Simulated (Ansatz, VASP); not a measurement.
**Two plane-wave programs on SiO2**

```
Si O
1.0
     4.23588    0.00000    0.00000
     0.00000    3.93937    0.00000
     0.00000    0.00000    2.68977
Si O
2 4
Direct
  0.50000 0.50000 0.50000
  0.00000 0.00000 0.00000
  0.69301 0.69301 0.00000
  0.19301 0.80699 0.50000
  0.30699 0.30699 0.00000
  0.80699 0.19301 0.50000
```

Change from the starting cell: mode 4 frozen in at +0.000 Å, normal strain along y -0.0700.

Alike in both runs: task single point; functional PBE; k mesh 6 × 6 × 8; occupations gaussian, width 0.05 eV; no spin polarisation.

```csv
,VASP,Ansatz
version,VASP 6.6.1,Ansatz 0.2.0
potentials or method,"VASP PAW PBE potentials, release 64 (Si, O), cutoff 520 eV","scalar-relativistic, plane waves, PAW"
valence electrons in the cell,32,32
```

```tsv
	VASP	Ansatz	Ansatz less VASP
gap on the k mesh at the Fermi level (eV)	6.09	6.11	+0.015
least direct gap on the mesh (eV)	6.09	6.11	+0.015
pressure (GPa)	23.9	23.6	-0.30
traceless stress, the component that is largest in VASP (GPa)	15.92	16.16	+0.245
rms of the force components (eV/Å)	0.320	0.314	-0.0060
```

Atom by atom the forces differ by 0.006 eV/Å (rms over components). With one functional, cell and mesh, what is left measures potentials, basis and numerics.
